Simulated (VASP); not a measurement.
Runs of VASP 6.6.1 on Al2O3. The structure is that of space group P-6m2 (No. 187), or close to it. The cells are those of the table. 

| cell | gap on the mesh (eV) | pressure (GPa) | largest force (eV/Å) |
| --- | --- | --- | --- |
| a = 2.654, b = 2.654, c = 8.590 Å, angles 90.0, 90.0, 120.0°, 5 atoms | 7.86 | 53.7 | 3.84 |
| a = 2.769, b = 2.769, c = 8.963 Å, angles 90.0, 90.0, 120.0°, 5 atoms | (a) | 17.3 | 1.30 |
| a = 2.654, b = 2.654, c = 8.963 Å, angles 90.0, 90.0, 120.0°, 5 atoms | 7.97 | 43.6 | 2.96 |
| a = 2.654, b = 2.654, c = 10.084 Å, angles 90.0, 90.0, 120.0°, 5 atoms | 6.38 | 22.3 | 2.99 |
| a = 2.769, b = 2.769, c = 8.590 Å, angles 90.0, 90.0, 120.0°, 5 atoms | 6.61 | 24.4 | 2.05 |
| a = 2.884, b = 2.884, c = 8.963 Å, angles 90.0, 90.0, 120.0°, 5 atoms | 5.53 | -0.7 | 0.66 |
| a = 2.769, b = 2.769, c = 9.337 Å, angles 90.0, 90.0, 120.0°, 5 atoms | 6.78 | 11.5 | 0.89 |
| a = 2.884, b = 2.884, c = 8.590 Å, angles 90.0, 90.0, 120.0°, 5 atoms | 5.38 | (b) | 1.33 |

Alike in all rows: task single point; level r2SCAN; potentials or basis VASP PAW PBE potentials, release 64 (Al, O); no spin polarisation; k mesh 12 × 12 × 4; cutoff (eV) 520; smearing gaussian 0.05 eV.

**Question.** Estimate the missing entries.

**Answer.** (a) 6.74; (b) 4.3.

Caveats: the PAW data sets were made with another functional, which shifts forces and pressure a little; the cell stands under pressure (at least some runs).

A k mesh can miss the band edges.
